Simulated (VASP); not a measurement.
# AlN (F-43m) in VASP: single point with PBE

Aim: the single point of AlN with PBE.

Program: VASP 6.6.1. These are calculated values, not measurements. Logs are shortened: lines on timing, memory, paths and dates and some standing lists are left out, and cuts for length are marked.

### Step 1. The cell of the first run

The structure is cubic, space group F-43m (No. 216). The conventional cell has a = 4.368 Å, b = 4.368 Å, c = 4.368 Å, α = 90.00°, β = 90.00°, γ = 90.00°. Al (site symmetry -43m) has 4 N at 1.89 Å within 2.5 Å. Within 2.5 Å of N (site symmetry -43m) lie 4 Al at 1.89 Å.

### Step 2. Single point, PBE

File INCAR:

```
SYSTEM = AlN
ALGO = Normal ; EDIFF = 1E-6
ENCUT = 520 ; GGA = PE
ISIF = 2 ; ISMEAR = 0
LASPH = .TRUE. ; LCHARG = .FALSE.
LREAL = .FALSE. ; LWAVE = .FALSE.
NBANDS = 11 ; NELM = 100
PREC = Accurate ; SIGMA = 0.05
```

File KPOINTS:

```
k-points
0
G
  16 16 16
  0 0 0
```

File POSCAR:

```
AlN
1.0
    0.0000000000      2.1839935600      2.1839935600
    2.1839935600      0.0000000000      2.1839935600
    2.1839935600      2.1839935600      0.0000000000
Al N
1 1
Direct
    0.0000000000      0.0000000000      0.0000000000
    0.2500000000      0.2500000000      0.2500000000
```

Potentials or basis: VASP PAW PBE potentials, release 64 (Al, N).

The run is started by

```sh
cat potpaw_PBE.64/Al/POTCAR potpaw_PBE.64/N/POTCAR > POTCAR
mpirun -np 1 vasp_std > vasp.out
```

OUTCAR:

```text
SYSTEM = AlN
   EDIFF = 1E-6
   ENCUT = 520
   GGA = PE
   ISIF = 2
   ISMEAR = 0
   LASPH = .TRUE.
   LREAL = .FALSE.
   NELM = 100
   PREC = Accurate

 ion  position               nearest neighbor table
   1  0.000  0.000  0.000-   2 1.89   2 1.89   2 1.89   2 1.89
   2  0.250  0.250  0.250-   1 1.89   1 1.89   1 1.89   1 1.89

  LATTYP: Found a face centered cubic cell.
 ALAT       =     4.3679871200

  Lattice vectors:

 A1 = (   0.0000000000,   2.1839935600,   2.1839935600)
 A2 = (   2.1839935600,   0.0000000000,   2.1839935600)
 A3 = (   2.1839935600,   2.1839935600,   0.0000000000)

Analysis of symmetry for initial positions (statically):
=====================================================================
 Subroutine PRICEL returns:
 Original cell was already a primitive cell.

 Routine SETGRP: Setting up the symmetry group for a
 face centered cubic supercell.

 Subroutine GETGRP returns: Found 24 space group operations
 (whereof 24 operations were pure point group operations)
 out of a pool of 48 trial point group operations.

The static configuration has the point symmetry T_d .

Analysis of symmetry for dynamics (positions and initial velocities):
=====================================================================
 Subroutine PRICEL returns:
 Original cell was already a primitive cell.

 Routine SETGRP: Setting up the symmetry group for a
 face centered cubic supercell.

 Subroutine GETGRP returns: Found 24 space group operations
 (whereof 24 operations were pure point group operations)
 out of a pool of 48 trial point group operations.

The dynamic configuration has the point symmetry T_d .

 Subroutine INISYM returns: Found 24 space group operations
 (whereof 24 operations are pure point group operations),
 and found     1 'primitive' translations

----------------------------------------------------------------------------------------

                                     Primitive cell

  volume of cell :      20.8345

  direct lattice vectors                    reciprocal lattice vectors
     0.000000000  2.183993560  2.183993560    -0.228938404  0.228938404  0.228938404
     2.183993560  0.000000000  2.183993560     0.228938404 -0.228938404  0.228938404
     2.183993560  2.183993560  0.000000000     0.228938404  0.228938404 -0.228938404

  length of vectors
     3.088633313  3.088633313  3.088633313     0.396532948  0.396532948  0.396532948

  position of ions in fractional coordinates (direct lattice)
     0.000000000  0.000000000  0.000000000
     0.250000000  0.250000000  0.250000000

  ion indices of the primitive-cell ions
   primitive index   ion index
                 1           1
                 2           2

----------------------------------------------------------------------------------------

 KPOINTS: k-points

Automatic generation of k-mesh.
 Grid dimensions read from file:
 generate k-points for:   16   16   16

 Generating k-lattice:

  Cartesian coordinates                     Fractional coordinates (reciprocal lattice)
    -0.014308650  0.014308650  0.014308650     0.062500000  0.000000000  0.000000000
     0.014308650 -0.014308650  0.014308650     0.000000000  0.062500000  0.000000000
     0.014308650  0.014308650 -0.014308650     0.000000000  0.000000000  0.062500000

  Length of vectors
     0.024783309  0.024783309  0.024783309

  Shift w.r.t. Gamma in fractional coordinates (k-lattice)
     0.000000000  0.000000000  0.000000000

 Subroutine IBZKPT returns following result:
 ===========================================

 Found    145 irreducible k-points:

 Following reciprocal coordinates:
            Coordinates               Weight
  0.000000  0.000000  0.000000      1.000000
  0.062500  0.000000  0.000000      8.000000
  0.125000  0.000000  0.000000      8.000000
  0.187500  0.000000  0.000000      8.000000
  0.250000  0.000000  0.000000      8.000000
  0.312500  0.000000  0.000000      8.000000
[... 16 lines left out ...]
 -0.125000  0.062500  0.000000     24.000000
 -0.062500  0.062500  0.000000     12.000000
 [... further k-points ...]
   k-points           NKPTS =    145   k-points in BZ     NKDIM =    145   number of bands    NBANDS=     11
   number of dos      NEDOS =    301   number of ions     NIONS =      2
   total plane-waves  NPLWV =  13824
   dimension x,y,z NGX =    24 NGY =   24 NGZ =   24
   dimension x,y,z NGXF=    48 NGYF=   48 NGZF=   48
   ions per type =               1   1
   NGX,Y,Z   is equivalent  to a cutoff of  12.92, 12.92, 12.92 a.u.
   NGXF,Y,Z  is equivalent  to a cutoff of  25.84, 25.84, 25.84 a.u.
 SYSTEM =  AlN
   PREC   = accura    normal or accurate (medium, high low for compatibility)
   ISTART =      0    job   : 0-new  1-cont  2-samecut
   ICHARG =      2    charge: 1-file 2-atom 10-const
   ISPIN  =      1    spin polarized calculation?
   LNONCOLLINEAR =      F non collinear calculations
   LSORBIT =      F    spin-orbit coupling
   LASPH  =      T    aspherical Exc in radial PAW
   ENCUT  =  520.0 eV  38.22 Ry    6.18 a.u.   5.74  5.74  5.74*2*pi/ulx,y,z
   NELM   =    100;   NELMIN=  2; NELMDL= -5     # of ELM steps
   EDIFF  = 0.1E-05   stopping-criterion for ELM
   LREAL  =      F    real-space projection
[... 7 lines left out ...]
   TEBEG  =    0.0;   TEEND  =   0.0 temperature during run
   PSTRESS=    0.0 pullay stress
   NELECT =       8.0000    total number of electrons
   NUPDOWN=      -1.0000    fix difference up-down
   EMIN   =  10.00;   EMAX   =-10.00  energy-range for DOS
   EFERMI =   0.00;   METHOD = LEGACY
   ISMEAR =     0;   SIGMA  =   0.05  broadening in eV -4-tet -1-fermi 0-gaus
   EFERMI_NEDOS =   21; number of points for ismear=-14 and -15
   IALGO  =     38    algorithm
   IMIX   =      4    mixing-type and parameters
     AMIX     =   0.40;   BMIX     =  1.00
     AMIX_MAG =   1.60;   BMIX_MAG =  1.00
  volume/ion in A,a.u.               =      10.42        70.30
  Fermi-wavevector in a.u.,A,eV,Ry     =   1.189899  2.248583 19.263943  1.415860
  Thomas-Fermi vector in A             =   2.325996
   LORBIT       =      0    0 simple, 1 ext, 2 COOP (PROOUT), +10 PAW based schemes
   GGA     = PE    functional components
   LHFCALC =     F    Hartree Fock is set to
   AEXX    =    0.0000 exact exchange contribution
   IVDW    =     0    specifies the selected vdW correction
   LEPSILON=     F    determine dielectric tensor
   LRPA    =     F    only Hartree local field effects (RPA)
 non-spin polarized calculation
 Gauss-broadening in eV      SIGMA  =   0.05
  energy-cutoff  :      520.00
  volume of cell :       20.83
 maximum number of plane-waves:       571
   NGX = 11   NGY = 11   NGZ = 11

 number of electron       8.0000000 magnetization

 Free energy of the ion-electron system (eV)
  ---------------------------------------------------
  ext. energy  EPLUGINS =         0.00000000
  ---------------------------------------------------
  free energy    TOTEN  =       -14.84045949 eV

  energy without entropy =      -14.84045949  energy(sigma->0) =      -14.84045949

 E-fermi :   6.1715     XC(G=0): -10.9337

 val. band max:        5.9699841096   @ k =   0.0000   0.0000   0.0000
 cond. band min:       9.2877547193   @ k =   0.5000   0.5000   0.0000
 fundamental gap:      3.3177706098
 Fermi energy:         6.1715014677

 k-point     1 :       0.0000    0.0000    0.0000
  band No.  band energies     occupation
      1      -9.0107      2.00000
      2       5.9700      2.00000
      3       5.9700      2.00000
      4       5.9700      2.00000
      5      10.1659      0.00000
      6      18.5304      0.00000
      7      18.5304      0.00000
      8      18.5304      0.00000
      9      23.6587      0.00000
     10      23.6587      0.00000
     11      25.0606      0.00000

 k-point     2 :       0.0625    0.0000    0.0000
  band No.  band energies     occupation
      1      -8.9531      2.00000
      2       5.6213      2.00000
      3       5.9492      2.00000
      4       5.9492      2.00000
      5      10.4564      0.00000
      6      18.3680      0.00000
      7      18.5921      0.00000
      8      18.5921      0.00000
      9      22.9379      0.00000
     10      22.9379      0.00000
     11      24.6693      0.00000

 k-point     3 :       0.1250    0.0000    0.0000
  band No.  band energies     occupation
      1      -8.7837      2.00000
      2       4.7905      2.00000
      3       5.8914      2.00000
      4       5.8914      2.00000
      5      11.1076      0.00000
      6      17.9571      0.00000
      7      18.7029      0.00000
      8      18.7029      0.00000
      9      22.1200      0.00000
     10      22.1200      0.00000
     11      24.0117      0.00000

 k-point     4 :       0.1875    0.0000    0.0000
  band No.  band energies     occupation
      1      -8.5127      2.00000
      2       3.7670      2.00000
      3       5.8081      2.00000
      4       5.8081      2.00000
      5      11.8180      0.00000
      6      17.4446      0.00000
      7      18.6435      0.00000
      8      18.6435      0.00000
      9      21.8413      0.00000
     10      21.8413      0.00000
     11      23.4796      0.00000
[... 239 lines left out ...]
 k-point    22 :      -0.1875    0.0625    0.0000
  band No.  band energies     occupation
      1      -8.3563      2.00000
      2       3.3820      2.00000
      3       5.4973      2.00000
      4       5.8703      2.00000
      5      12.1779      0.00000
      6      17.2338      0.00000
      7      18.3121      0.00000
      8      18.6162      0.00000
      9      21.0053      0.00000
     10      22.5492      0.00000
     11      24.2230      0.00000

 k-point    23 :      -0.1250    0.0625    0.0000
  band No.  band energies     occupation
      1      -8.6549      2.00000
      2       4.3691      2.00000
      3       5.6383      2.00000
      4       5.9390      2.00000
      5      11.5092      0.00000
      6      17.7308      0.00000
      7      18.5882      0.00000
      8      18.7887      0.00000
      9      21.0647      0.00000
     10      22.3587      0.00000
     11      24.7432      0.00000

 k-point    24 :      -0.0625    0.0625    0.0000
  band No.  band energies     occupation
      1      -8.8583      2.00000
      2       5.1882      2.00000
      3       5.7986      2.00000
      4       5.9676      2.00000
      5      10.8569      0.00000
      6      18.1300      0.00000
      7      18.6628      0.00000
      8      18.6763      0.00000
      9      21.8340      0.00000
     10      22.7177      0.00000
     11      25.3302      0.00000

 [... further k-points ...]

------------------------ aborting loop because EDIFF is reached ----------------------------------------

  FORCE on cell =-STRESS in cart. coord.  units (eV):
  Direction    XX          YY          ZZ          XY          YZ          ZX
  --------------------------------------------------------------------------------------
  -------------------------------------------------------------------------------------
  Total        0.5961468      0.5961468      0.5961468      0.0000000      0.0000000      0.0000000
  in kB       45.8437082     45.8437082     45.8437082      0.0000000      0.0000000      0.0000000
  external PRESSURE =      45.8437082 kB  Pullay stress =       0.0000000 kB

 VOLUME and BASIS-vectors are now :
 -----------------------------------------------------------------------------
  energy-cutoff  :      520.00
  volume of cell :       20.83
      direct lattice vectors                 reciprocal lattice vectors
     0.000000000  2.183993560  2.183993560    -0.228938404  0.228938404  0.228938404
     2.183993560  0.000000000  2.183993560     0.228938404 -0.228938404  0.228938404
     2.183993560  2.183993560  0.000000000     0.228938404  0.228938404 -0.228938404

 POSITION                                       TOTAL-FORCE (eV/Angst)
 -----------------------------------------------------------------------------------
      0.00000      0.00000      0.00000         0.000000      0.000000      0.000000
      1.09200      1.09200      1.09200        -0.000000     -0.000000     -0.000000
 -----------------------------------------------------------------------------------
    total drift:                                0.000000      0.000000      0.000000

  FREE ENERGIE OF THE ION-ELECTRON SYSTEM (eV)
  ---------------------------------------------------
  free  energy   TOTEN  =       -14.8404594887 eV

  energy  without entropy=      -14.8404594887  energy(sigma->0) =      -14.84045949
```

Wall time 21 s (1 thread of Intel Xeon 8259CL, shared host); peak memory 0.15 GiB.

What came out:

- Free energy: -14.8405 eV
- Pressure: 4.6 GPa
- Band gap on the k mesh: 3.32 eV, indirect (least direct gap 4.20 eV)

A k mesh can miss the band edges. A hybrid or GW would open this gap; PBE tends to underestimate it.
